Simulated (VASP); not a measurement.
# Li2Se (Fm-3m) in VASP: notebook

Runs on Li2Se. Level: PBE. Tasks: single point.

Program: VASP 6.6.1. These are calculated values, not measurements. Logs are shortened: lines on timing, memory, paths and dates and some standing lists are left out, and cuts for length are marked.

**1. The cell of the first run**

Symmetry: Fm-3m, No. 225, cubic system. The conventional cell has a = 5.882 Å, b = 5.882 Å, c = 5.882 Å, α = 90.00°, β = 90.00°, γ = 90.00°. Within 3.4 Å of Li (site symmetry -43m) lie 4 Se at 2.55 Å and 6 Li at 2.94 Å. Within 3.4 Å of Se (site symmetry m-3m) lie 8 Li at 2.55 Å.

**2. Single point, PBE (volume scaled by 0.94)**

INCAR reads:

```
PREC = Accurate
ENCUT = 750
EDIFF = 1E-6
ISMEAR = 0
SIGMA = 0.02
LREAL = False
LASPH = True
NELM = 120
ALGO = Normal
ISIF = 2
LWAVE = False
LCHARG = False
GGA = PE
NBANDS = 13
GGA_COMPAT = False
```

KPOINTS reads:

```
regular mesh
0
Gamma
  8 8 8
```

POSCAR reads:

```
Li2Se
1.0
    0.0000000000      2.9412072914      2.9412072914
    2.9412072914      0.0000000000      2.9412072914
    2.9412072914      2.9412072914      0.0000000000
Li Se
2 1
Direct
    0.2500000000      0.2500000000      0.2500000000
    0.7500000000      0.7500000000      0.7500000000
    0.0000000000      0.0000000000      0.0000000000
```

Potentials or basis: VASP PAW PBE potentials, release 64 (Li_sv, Se).

The run is started by

```bash
cat potpaw_PBE.64/Li_sv/POTCAR potpaw_PBE.64/Se/POTCAR > POTCAR
mpirun -np 1 vasp_std > vasp.out
```

OUTCAR:

```text
PREC = Accurate
   ENCUT = 750
   EDIFF = 1E-6
   ISMEAR = 0
   LREAL = False
   LASPH = True
   NELM = 120
   ISIF = 2
   GGA = PE

 ion  position               nearest neighbor table
   1  0.250  0.250  0.250-   3 2.55   3 2.55   3 2.55   3 2.55
   2  0.750  0.750  0.750-   3 2.55   3 2.55   3 2.55   3 2.55
   3  0.000  0.000  0.000-   1 2.55   2 2.55   2 2.55   2 2.55   2 2.55   1 2.55   1 2.55   1 2.55

  LATTYP: Found a face centered cubic cell.
 ALAT       =     5.8824145828

  Lattice vectors:

 A1 = (   0.0000000000,   2.9412072914,   2.9412072914)
 A2 = (   2.9412072914,   0.0000000000,   2.9412072914)
 A3 = (   2.9412072914,   2.9412072914,   0.0000000000)

Analysis of symmetry for initial positions (statically):
=====================================================================
 Subroutine PRICEL returns:
 Original cell was already a primitive cell.

 Routine SETGRP: Setting up the symmetry group for a
 face centered cubic supercell.

 Subroutine GETGRP returns: Found 48 space group operations
 (whereof 48 operations were pure point group operations)
 out of a pool of 48 trial point group operations.

The static configuration has the point symmetry O_h .

Analysis of symmetry for dynamics (positions and initial velocities):
=====================================================================
 Subroutine PRICEL returns:
 Original cell was already a primitive cell.

 Routine SETGRP: Setting up the symmetry group for a
 face centered cubic supercell.

 Subroutine GETGRP returns: Found 48 space group operations
 (whereof 48 operations were pure point group operations)
 out of a pool of 48 trial point group operations.

The dynamic configuration has the point symmetry O_h .

 Subroutine INISYM returns: Found 48 space group operations
 (whereof 48 operations are pure point group operations),
 and found     1 'primitive' translations

----------------------------------------------------------------------------------------

                                     Primitive cell

  volume of cell :      50.8870

  direct lattice vectors                    reciprocal lattice vectors
     0.000000000  2.941207291  2.941207291    -0.169998219  0.169998219  0.169998219
     2.941207291  0.000000000  2.941207291     0.169998219 -0.169998219  0.169998219
     2.941207291  2.941207291  0.000000000     0.169998219  0.169998219 -0.169998219

  length of vectors
     4.159495241  4.159495241  4.159495241     0.294445552  0.294445552  0.294445552

  position of ions in fractional coordinates (direct lattice)
     0.250000000  0.250000000  0.250000000
     0.750000000  0.750000000  0.750000000
     0.000000000  0.000000000  0.000000000

  ion indices of the primitive-cell ions
   primitive index   ion index
                 1           1
                 2           2
                 3           3

----------------------------------------------------------------------------------------

 KPOINTS: regular mesh

Automatic generation of k-mesh.
 Grid dimensions read from file:
 generate k-points for:    8    8    8

 Generating k-lattice:

  Cartesian coordinates                     Fractional coordinates (reciprocal lattice)
    -0.021249777  0.021249777  0.021249777     0.125000000  0.000000000  0.000000000
     0.021249777 -0.021249777  0.021249777     0.000000000  0.125000000  0.000000000
     0.021249777  0.021249777 -0.021249777     0.000000000  0.000000000  0.125000000

  Length of vectors
     0.036805694  0.036805694  0.036805694

  Shift w.r.t. Gamma in fractional coordinates (k-lattice)
     0.000000000  0.000000000  0.000000000

 Subroutine IBZKPT returns following result:
 ===========================================

 Found     29 irreducible k-points:

 Following reciprocal coordinates:
            Coordinates               Weight
  0.000000  0.000000  0.000000      1.000000
  0.125000  0.000000  0.000000      8.000000
  0.250000  0.000000  0.000000      8.000000
  0.375000  0.000000  0.000000      8.000000
  0.500000  0.000000  0.000000      4.000000
  0.125000  0.125000  0.000000      6.000000
[... 16 lines left out ...]
  0.500000  0.250000  0.125000     48.000000
 -0.375000  0.250000  0.125000     24.000000
 [... further k-points ...]
   k-points           NKPTS =     29   k-points in BZ     NKDIM =     29   number of bands    NBANDS=     13
   number of dos      NEDOS =    301   number of ions     NIONS =      3
   total plane-waves  NPLWV =  64000
   dimension x,y,z NGX =    40 NGY =   40 NGZ =   40
   dimension x,y,z NGXF=    80 NGYF=   80 NGZF=   80
   ions per type =               2   1
   NGX,Y,Z   is equivalent  to a cutoff of  15.99, 15.99, 15.99 a.u.
   NGXF,Y,Z  is equivalent  to a cutoff of  31.97, 31.97, 31.97 a.u.
 SYSTEM =  unknown system
   PREC   = accura    normal or accurate (medium, high low for compatibility)
   ISTART =      0    job   : 0-new  1-cont  2-samecut
   ICHARG =      2    charge: 1-file 2-atom 10-const
   ISPIN  =      1    spin polarized calculation?
   LNONCOLLINEAR =      F non collinear calculations
   LSORBIT =      F    spin-orbit coupling
   LASPH  =      T    aspherical Exc in radial PAW
   ENCUT  =  750.0 eV  55.12 Ry    7.42 a.u.   9.29  9.29  9.29*2*pi/ulx,y,z
   NELM   =    120;   NELMIN=  2; NELMDL= -5     # of ELM steps
   EDIFF  = 0.1E-05   stopping-criterion for ELM
   LREAL  =      F    real-space projection
   EDIFFG = 0.1E-04   stopping-criterion for IOM
   NSW    =      0    number of steps for IOM
   IBRION =     -1    ionic relax: 0-MD 1-quasi-New 2-CG
   NFREE  =      0    steps in history (QN), initial steepest desc. (CG)
   ISIF   =      2    stress and relaxation
   ISYM   =      2    0-nonsym 1-usesym 2-fastsym
   POTIM  = 0.5000    time-step for ionic-motion
   TEBEG  =    0.0;   TEEND  =   0.0 temperature during run
   PSTRESS=    0.0 pullay stress
   NELECT =      12.0000    total number of electrons
   NUPDOWN=      -1.0000    fix difference up-down
   EMIN   =  10.00;   EMAX   =-10.00  energy-range for DOS
   EFERMI =   0.00;   METHOD = LEGACY
   ISMEAR =     0;   SIGMA  =   0.02  broadening in eV -4-tet -1-fermi 0-gaus
   EFERMI_NEDOS =   21; number of points for ismear=-14 and -15
   IALGO  =     38    algorithm
   IMIX   =      4    mixing-type and parameters
     AMIX     =   0.40;   BMIX     =  1.00
     AMIX_MAG =   1.60;   BMIX_MAG =  1.00
  volume/ion in A,a.u.               =      16.96       114.47
  Fermi-wavevector in a.u.,A,eV,Ry     =   1.011423  1.911313 13.918448  1.022977
  Thomas-Fermi vector in A             =   2.144472
   LORBIT       =      0    0 simple, 1 ext, 2 COOP (PROOUT), +10 PAW based schemes
   GGA     = PE    functional components
   LHFCALC =     F    Hartree Fock is set to
   AEXX    =    0.0000 exact exchange contribution
   IVDW    =     0    specifies the selected vdW correction
   LEPSILON=     F    determine dielectric tensor
   LRPA    =     F    only Hartree local field effects (RPA)
 non-spin polarized calculation
 Gauss-broadening in eV      SIGMA  =   0.02
  energy-cutoff  :      750.00
  volume of cell :       50.89
 maximum number of plane-waves:      2421
 NGX is ok and might be reduce to    40
   NGX = 19   NGY = 19   NGZ = 19

 number of electron      11.9999998 magnetization

 Free energy of the ion-electron system (eV)
  ---------------------------------------------------
  ext. energy  EPLUGINS =         0.00000000
  ---------------------------------------------------
  free energy    TOTEN  =       -11.10750621 eV

  energy without entropy =      -11.10750621  energy(sigma->0) =      -11.10750621

 E-fermi :   1.5027     XC(G=0):  -8.4922

 val. band max:        1.3585748717   @ k =   0.0000   0.0000   0.0000
 cond. band min:       4.2787747811   @ k =   0.5000   0.5000   0.0000
 fundamental gap:      2.9201999094
 Fermi energy:         1.5026994905

 k-point     1 :       0.0000    0.0000    0.0000
  band No.  band energies     occupation
      1     -43.2571      2.00000
      2     -43.2265      2.00000
      3     -10.2017      2.00000
      4       1.3586      2.00000
      5       1.3586      2.00000
      6       1.3586      2.00000
      7       5.0094      0.00000
      8       7.0058      0.00000
      9       7.0058      0.00000
     10       7.0058      0.00000
     11      12.1275      0.00000
     12      12.1275      0.00000
     13      12.5227      0.00000

 k-point     2 :       0.1250    0.0000    0.0000
  band No.  band energies     occupation
      1     -43.2559      2.00000
      2     -43.2275      2.00000
      3     -10.1471      2.00000
      4       0.6612      2.00000
      5       1.2567      2.00000
      6       1.2567      2.00000
      7       5.4997      0.00000
      8       7.2500      0.00000
      9       7.2500      0.00000
     10       7.4292      0.00000
     11      10.8956      0.00000
     12      10.8956      0.00000
     13      12.6480      0.00000

 k-point     3 :       0.2500    0.0000    0.0000
  band No.  band energies     occupation
      1     -43.2523      2.00000
      2     -43.2307      2.00000
      3     -10.0079      2.00000
      4      -0.5240      2.00000
      5       1.0398      2.00000
      6       1.0398      2.00000
      7       6.1263      0.00000
      8       7.5748      0.00000
      9       7.5748      0.00000
     10       8.4518      0.00000
     11      10.5467      0.00000
     12      10.5467      0.00000
     13      13.0876      0.00000
[... 305 lines left out ...]
 k-point    23 :       0.5000    0.2500    0.1250
  band No.  band energies     occupation
      1     -43.2459      2.00000
      2     -43.2365      2.00000
      3      -9.7776      2.00000
      4      -1.2118      2.00000
      5      -0.0201      2.00000
      6       0.4994      2.00000
      7       6.6477      0.00000
      8       7.5070      0.00000
      9       8.7588      0.00000
     10       9.3380      0.00000
     11      10.9620      0.00000
     12      12.9574      0.00000
     13      14.7627      0.00000

 k-point    24 :      -0.3750    0.2500    0.1250
  band No.  band energies     occupation
      1     -43.2411      2.00000
      2     -43.2411      2.00000
      3      -9.7230      2.00000
      4      -1.4493      2.00000
      5      -0.0486      2.00000
      6       0.3416      2.00000
      7       6.8251      0.00000
      8       7.3093      0.00000
      9       9.2022      0.00000
     10       9.9880      0.00000
     11      11.0060      0.00000
     12      12.4203      0.00000
     13      14.3541      0.00000

 [... further k-points ...]

------------------------ aborting loop because EDIFF is reached ----------------------------------------

  FORCE on cell =-STRESS in cart. coord.  units (eV):
  Direction    XX          YY          ZZ          XY          YZ          ZX
  --------------------------------------------------------------------------------------
  -------------------------------------------------------------------------------------
  Total        0.7348317      0.7348317      0.7348317      0.0000000      0.0000000      0.0000000
  in kB       23.1361744     23.1361744     23.1361744      0.0000000      0.0000000      0.0000000
  external PRESSURE =      23.1361744 kB  Pullay stress =       0.0000000 kB

 VOLUME and BASIS-vectors are now :
 -----------------------------------------------------------------------------
  energy-cutoff  :      750.00
  volume of cell :       50.89
      direct lattice vectors                 reciprocal lattice vectors
     0.000000000  2.941207291  2.941207291    -0.169998219  0.169998219  0.169998219
     2.941207291  0.000000000  2.941207291     0.169998219 -0.169998219  0.169998219
     2.941207291  2.941207291  0.000000000     0.169998219  0.169998219 -0.169998219

 POSITION                                       TOTAL-FORCE (eV/Angst)
 -----------------------------------------------------------------------------------
      1.47060      1.47060      1.47060         0.000000      0.000000     -0.000000
      4.41181      4.41181      4.41181         0.000000     -0.000000      0.000000
      0.00000      0.00000      0.00000        -0.000000      0.000000     -0.000000
 -----------------------------------------------------------------------------------
    total drift:                                0.000000     -0.000000      0.000000

  FREE ENERGIE OF THE ION-ELECTRON SYSTEM (eV)
  ---------------------------------------------------
  free  energy   TOTEN  =       -11.1075062072 eV

  energy  without entropy=      -11.1075062072  energy(sigma->0) =      -11.10750621
```

It took 66 s on 1 thread of Intel Xeon 8259CL, shared host; peak memory 0.25 GiB.

Results:

| Quantity | Value |
| --- | --- |
| Free energy | -11.1075 eV |
| Pressure | 2.3 GPa |
| Band gap on the k mesh | 2.92 eV, indirect (least direct gap 3.65 eV) |

Levels at points of the mesh, in eV from the valence-band top:
```tsv
k point	band 3	band 4	band 5	band 6	band 7	band 8	band 9	band 10
(0.00, 0.00, 0.00)	-11.56	0.00	0.00	0.00	3.65	5.65	5.65	5.65
(0.50, 0.00, 0.00)	-11.15	-3.12	-0.58	-0.58	5.36	5.99	5.99	8.21
(0.50, 0.50, 0.00)	-11.02	-2.42	-1.57	-1.57	2.92	6.33	10.73	10.73
```

**3. Single point, PBE (volume scaled by 1.03)**

INCAR reads:

```
SYSTEM = Li2Se
PREC = Accurate
ENCUT = 750
EDIFF = 1E-6
ISMEAR = 0
SIGMA = 0.02
LREAL = .False.
LASPH = .True.
NELM = 120
ALGO = Normal
ISIF = 2
LWAVE = .False.
LCHARG = .True.
GGA = PE
LELF = .True.
LVHAR = .True.
NBANDS = 13
GGA_COMPAT = .False.
```

KPOINTS reads:

```
Automatic mesh
0
Gamma
  8 8 8
  0 0 0
```

POSCAR reads:

```
Li2Se
1.0
    0.0000000000      3.0322296562      3.0322296562
    3.0322296562      0.0000000000      3.0322296562
    3.0322296562      3.0322296562      0.0000000000
Li Se
2 1
Direct
    0.2500000000      0.2500000000      0.2500000000
    0.7500000000      0.7500000000      0.7500000000
    0.0000000000      0.0000000000      0.0000000000
```

Potentials or basis: VASP PAW PBE potentials, release 64 (Li_sv, Se).

The run is started by

```bash
cat potpaw_PBE.64/Li_sv/POTCAR potpaw_PBE.64/Se/POTCAR > POTCAR
mpirun -np 1 vasp_std > vasp.out
```

It took 73 s on 1 thread of Intel Xeon 8259CL, shared host; peak memory 0.25 GiB.

The run converged. Its results:

| Property | Result |
| --- | --- |
| Free energy | -11.1264 eV |
| Pressure | -1.0 GPa |
| Band gap on the k mesh | 3.00 eV, indirect (least direct gap 3.26 eV) |

Levels at points of the mesh, in eV from the valence-band top:
```tsv
k point	band 4	band 5	band 6	band 7	band 8	band 9
(0.00, 0.00, 0.00)	0.00	0.00	0.00	3.26	5.60	5.60
(0.50, 0.00, 0.00)	-2.80	-0.50	-0.50	4.99	5.94	5.94
(0.50, 0.50, 0.00)	-2.21	-1.38	-1.38	3.00	6.09	10.11
```

 A k mesh can miss the band edges.

[end of part 1 of 2]
